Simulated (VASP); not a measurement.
Crystal: NaH.

```
CELL_PARAMETERS angstrom
0.00000 1.98560 1.98560
1.98560 0.00000 1.98560
1.98560 1.98560 0.00000
ATOMIC_POSITIONS crystal
Na 0.00000 0.00000 0.00000
H 0.50000 0.50000 0.50000
```

- Program: VASP 6.6.1
- Task: relaxation of cell and atoms
- Functional: PBEsol
- Potentials or basis: VASP PAW PBE potentials, release 64 (Na_pv, H)
- Cutoff: 500 eV
- k mesh: 10 × 10 × 10
- Occupations: fermi-dirac, width 0.03 eV
- Spin: no spin polarisation

At the start: pressure 39.5 GPa; volume 7.83 Å³/atom.

Task: How do energy, volume and symmetry change on relaxing?

Result: Over 6 steps the energy falls by 444.5 meV/atom and the volume is 13.48 Å³/atom (+72.2 %); space group Fm-3m (No. 225, to 0.1 Å) before and after.

The path:
| step | energy change (eV) | largest force (eV/Å) | pressure (GPa) | volume (Å³) |
| --- | --- | --- | --- | --- |
| 1 | 0.0000 | 0.0000 | 39.47 | 15.66 |
| 2 | -0.6978 | 0.0000 | 11.97 | 20.45 |
| 3 | -0.8609 | 0.0000 | 3.49 | 24.06 |
| 4 | -0.8187 | 0.0000 | -3.47 | 32.52 |
| 5 | -0.8880 | 0.0000 | -0.52 | 27.46 |
| 6 | -0.8889 | 0.0000 | -0.06 | 26.95 |

Final structure:
```
Na H
1.0
     0.00000    2.37973    2.37973
     2.37973    0.00000    2.37973
     2.37973    2.37973    0.00000
Na H
1 1
Cartesian
  0.0000 0.0000 0.0000
  2.3797 2.3797 2.3797
```

Caveat: the volume moved by over 15 % at a fixed basis, so the end points are rough; the PAW data sets were made with another functional, which shifts forces and pressure a little.
